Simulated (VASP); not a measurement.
# HC18O in VASP: single point with PBE

Aim: the single point of HC18O with PBE.

Everything below comes from runs of VASP 6.6.1. Logs are shortened: lines on timing, memory, paths and dates and some standing lists are left out, and cuts for length are marked.

## Step 1: The cell of the first run

The cell holds a slab with vacuum, 20 atoms: a = 7.398 Å, b = 7.398 Å, c = 12.000 Å, α = 90.00°, β = 90.00°, γ = 120.00°.

## Step 2: Single point, PBE, collinear spin, ferromagnetic start

INCAR

```
  PREC = Accurate
  ENCUT = 520
  EDIFF = 1E-6
  ISMEAR = -1
  SIGMA = 0.05
  LREAL = Auto
  LASPH = T
  NELM = 150
  ALGO = Normal
  ISIF = 2
  LWAVE = F
  LCHARG = T
  ISPIN = 2
  MAGMOM = 0 0 0 0 0 0 0 0 0 0 0 0 0 0 0 0 0 0 1 0
  LORBIT = 11
  GGA = PE
  LELF = T
  LVHAR = T
  NBANDS = 60
```

KPOINTS

```
regular mesh
0
Gamma
  2 2 1
```

POSCAR

```
HC18O
1.0
    7.3980000000      0.0000000000      0.0000000000
   -3.6990000000      6.4068560000      0.0000000000
    0.0000000000      0.0000000000     12.0000000000
C O H
18 1 1
Direct
    0.0001913765     -0.0017133221      0.0724656327
    0.2232754134      0.1092518261      0.0785236139
    0.0004530629      0.3320531628      0.0705434154
    0.2237761252      0.4411714272      0.0740432285
    0.0040428219      0.6657386437      0.1093216732
    0.2298185030      0.7774557376      0.0802377971
    0.3371228237     -0.0017699579      0.0777585199
    0.5561047328      0.1046947707      0.0763045060
    0.3291332142      0.3293709081      0.0806953781
    0.5550874492      0.4439708936      0.1021034497
    0.3362582971      0.6666682708      0.0737266480
    0.5584159924      0.7768035242      0.0689047155
    0.6683444609     -0.0023375338      0.0682203548
    0.8901194196      0.1078007445      0.0674715452
    0.6700254366      0.3272881043      0.0995695695
    0.8936073911      0.4390333594      0.0828912914
    0.6713958137      0.6697132717      0.0782793931
    0.8872405252      0.7771670631      0.0805251050
    0.6092976913      0.3863511349      0.2081694799
    1.0044375694      0.6698064111      0.2027446232
```

Potentials or basis: VASP PAW PBE potentials, release 64 (C, O, H).

Launch:

```console
$ cat potpaw_PBE.64/C/POTCAR potpaw_PBE.64/O/POTCAR potpaw_PBE.64/H/POTCAR > POTCAR
$ mpirun -np 1 vasp_std > vasp.out
```

OUTCAR:

```text
PREC = Accurate
   ENCUT = 520
   EDIFF = 1E-6
   ISMEAR = -1
   LREAL = Auto
   LASPH = T
   NELM = 150
   ISIF = 2
   ISPIN = 2
   LORBIT = 11
   GGA = PE

 ion  position               nearest neighbor table
   1  0.000  0.998  0.072-  14 1.41  18 1.42   2 1.43
   2  0.223  0.109  0.079-   9 1.41   1 1.43   7 1.44
   3  0.000  0.332  0.071-  16 1.38   4 1.43  14 1.44
   4  0.224  0.441  0.074-   9 1.39   3 1.43  11 1.44
   5  0.004  0.666  0.109-  20 1.12  16 1.49   6 1.49  18 1.50
   6  0.230  0.777  0.080-  11 1.39   7 1.41   5 1.49
   7  0.337  0.998  0.078-   8 1.40   6 1.41   2 1.44
   8  0.556  0.105  0.076-   7 1.40  13 1.41  15 1.45
   9  0.329  0.329  0.081-   4 1.39   2 1.41  10 1.47
  10  0.555  0.444  0.102-  19 1.46   9 1.47  17 1.47  15 1.48
  11  0.336  0.667  0.074-   6 1.39  12 1.42   4 1.44
  12  0.558  0.777  0.069-  17 1.41  13 1.42  11 1.42
  13  0.668  0.998  0.068-   8 1.41  12 1.42  14 1.42
  14  0.890  0.108  0.067-   1 1.41  13 1.42   3 1.44
  15  0.670  0.327  0.100-  16 1.45   8 1.45  10 1.48  19 1.51
  16  0.894  0.439  0.083-   3 1.38  15 1.45   5 1.49
  17  0.671  0.670  0.078-  18 1.38  12 1.41  10 1.47
  18  0.887  0.777  0.081-  17 1.38   1 1.42   5 1.50
  19  0.609  0.386  0.208-  10 1.46  15 1.51
  20  0.004  0.670  0.203-   5 1.12

  LATTYP: Found a hexagonal cell.
 ALAT       =     7.3980000000
 C/A-ratio  =     1.6220600162

  Lattice vectors:

 A1 = (   7.3980000000,   0.0000000000,   0.0000000000)
 A2 = (  -3.6990000000,   6.4068560000,   0.0000000000)
 A3 = (   0.0000000000,   0.0000000000,  12.0000000000)

Analysis of symmetry for initial positions (statically):
=====================================================================
 Subroutine PRICEL returns:
 Original cell was already a primitive cell.

 Routine SETGRP: Setting up the symmetry group for a
 hexagonal supercell.

 Subroutine GETGRP returns: Found  1 space group operations
 (whereof  1 operations were pure point group operations)
 out of a pool of 24 trial point group operations.

The static configuration has the point symmetry C_1 .

Analysis of symmetry for dynamics (positions and initial velocities):
=====================================================================
 Subroutine PRICEL returns:
 Original cell was already a primitive cell.

 Routine SETGRP: Setting up the symmetry group for a
 hexagonal supercell.

 Subroutine GETGRP returns: Found  1 space group operations
[... 173 lines left out ...]
  ---------------------------------------------------
  ext. energy  EPLUGINS =         0.00000000
  ---------------------------------------------------
  free energy    TOTEN  =      -172.18494794 eV

  energy without entropy =     -172.17364068  energy(sigma->0) =     -172.17929431

 E-fermi :  -1.7391     XC(G=0):  -3.8140

 val. band max:       -1.8561704452   @ k =   0.0000   0.5000   0.0000
 cond. band min:      -1.5970110945   @ k =   0.5000   0.0000   0.0000
 fundamental gap:      0.2591593508
 Fermi energy:        -1.7390855504

 spin component 1

 k-point     1 :       0.0000    0.0000    0.0000
  band No.  band energies     occupation
      1     -24.6084      1.00000
      2     -21.0051      1.00000
      3     -18.8703      1.00000
      4     -18.8183      1.00000
      5     -18.7783      1.00000
      6     -18.7503      1.00000
[... 205 lines left out ...]
     50       4.1775      0.00000
     51       4.2353      0.00000
 Fermi energy:        -1.7390855504

 spin component 2

 k-point     1 :       0.0000    0.0000    0.0000
  band No.  band energies     occupation
      1     -24.5180      1.00000
      2     -20.9429      1.00000
      3     -18.8017      1.00000
      4     -18.7498      1.00000
      5     -18.7102      1.00000
      6     -18.7037      1.00000
[... 205 lines left out ...]
     50       4.2374      0.00000
     51       4.3346      0.00000
 [bands above 51 left out]

------------------------ aborting loop because EDIFF is reached ----------------------------------------

  FORCE on cell =-STRESS in cart. coord.  units (eV):
  Direction    XX          YY          ZZ          XY          YZ          ZX
  --------------------------------------------------------------------------------------
  -------------------------------------------------------------------------------------
  Total        5.5730242      7.5026333      0.1338905      1.0348979     -0.0783954      0.1217198
  in kB       15.6986018     21.1341004      0.3771551      2.9151945     -0.2208314      0.3428714
  external PRESSURE =      12.4032858 kB  Pullay stress =       0.0000000 kB

 VOLUME and BASIS-vectors are now :
 -----------------------------------------------------------------------------
  energy-cutoff  :      520.00
  volume of cell :      568.78
      direct lattice vectors                 reciprocal lattice vectors
     7.398000000  0.000000000  0.000000000     0.135171668  0.078041398  0.000000000
    -3.699000000  6.406856000  0.000000000     0.000000000  0.156082796  0.000000000
     0.000000000  0.000000000 12.000000000     0.000000000  0.000000000  0.083333333

 POSITION                                       TOTAL-FORCE (eV/Angst)
 -----------------------------------------------------------------------------------
     -3.69125      6.39588      0.86959         0.039696     -0.061757     -0.009252
      1.24767      0.69996      0.94228        -0.072896      0.205960      0.010205
     -1.22491      2.12742      0.84652         0.216157     -0.083783     -0.005462
      0.02360      2.82652      0.88852        -0.080773      0.099460     -0.033853
     -2.43266      4.26529      1.31186        -0.013795      0.004426      0.092893
     -1.17561      4.98105      0.96285        -0.007673      0.090571     -0.073898
[... 12 lines left out ...]
      3.07847      2.47530      2.49803         0.114218     -0.037370      0.143027
     -2.44478      4.29135      2.43294        -0.007845     -0.025319      0.048260
 -----------------------------------------------------------------------------------
    total drift:                               -0.008212      0.004364      0.002539

  FREE ENERGIE OF THE ION-ELECTRON SYSTEM (eV)
  ---------------------------------------------------
  free  energy   TOTEN  =      -172.1849479357 eV

  energy  without entropy=     -172.1736406802  energy(sigma->0) =     -172.17929431

 total charge

# of ion       s       p       d       tot
------------------------------------------
    1        0.864   1.792   0.000   2.656
    2        0.860   1.779   0.000   2.639
    3        0.866   1.801   0.000   2.668
    4        0.864   1.787   0.000   2.650
    5        0.834   1.803   0.000   2.637
    6        0.865   1.773   0.000   2.638
[... 12 lines left out ...]
   19        1.599   3.400   0.000   4.999
   20        0.609   0.042   0.000   0.651
--------------------------------------------------
tot         17.687  35.586   0.000  53.273

 magnetization (x)

# of ion       s       p       d       tot
------------------------------------------
    1       -0.003  -0.022   0.000  -0.025
    2        0.006   0.091   0.000   0.097
    3       -0.004  -0.033   0.000  -0.037
    4        0.005   0.079   0.000   0.085
    5       -0.003  -0.006   0.000  -0.009
    6        0.004   0.052   0.000   0.056
[... 12 lines left out ...]
   19        0.001   0.061   0.000   0.063
   20        0.034  -0.000   0.000   0.034
--------------------------------------------------
tot          0.054   0.473   0.000   0.526
```

stdout:

```text
POSCAR found type information on POSCAR C O H
 POSCAR found :  3 types and      20 ions
 scaLAPACK will be used
 LDA part: xc-table for (Slater+PW92), standard interpolation
 POSCAR, INCAR and KPOINTS ok, starting setup
 FFT: planning ... GRIDC
 FFT: planning ... GRID_SOFT
 FFT: planning ... GRID
 WAVECAR not read
 entering main loop
```

It took 21 min on 1 thread of Intel Xeon Platinum 8375C at 2.90GHz (Ice Lake), shared host; peak memory 0.87 GiB.

What came out:

```yaml
Free_energy: -172.1849 eV
Largest_force: 0.295 eV/Å
Band_gap_on_the_k_mesh: 0.26 eV (least direct gap 0.43 eV)
Net_moment: 0.94 μB per cell
Site_moments: C -0.03, +0.10, -0.04, +0.09, -0.01, +0.06, -0.02, +0.02, +0.05, +0.16 (each value once); O +0.06; H +0.03 μB
Valence_electrons_inside_the_program's_atomic_spheres: C 2.66, 2.64, 2.67, 2.65, 2.58, 2.59, 2.63 (each value once); O 5.00; H 0.65
```

Forces in eV/Å, atoms in the order of the input:
```
C    0.040 -0.062 -0.009
C   -0.073  0.206  0.010
C    0.216 -0.084 -0.005
C   -0.081  0.099 -0.034
C   -0.014  0.004  0.093
C   -0.008  0.091 -0.074
C    0.099 -0.132  0.034
C   -0.086 -0.022  0.019
C    0.081 -0.177 -0.066
C   -0.238  0.148 -0.092
C    0.046 -0.011  0.002
C   -0.028 -0.044 -0.036
C   -0.032 -0.066 -0.033
C   -0.031  0.076  0.030
C    0.127 -0.127 -0.051
C   -0.125  0.132  0.060
C    0.042  0.033 -0.008
C   -0.042 -0.002 -0.032
O    0.114 -0.037  0.143
H   -0.008 -0.025  0.048
```

Caveat: the k points lie up to 0.49 Å⁻¹ apart; a moment this small can come from the mesh or the smearing; there is no dipole correction, which matters where the two faces differ; semilocal functionals underestimate gaps, and a narrow one can read as zero.
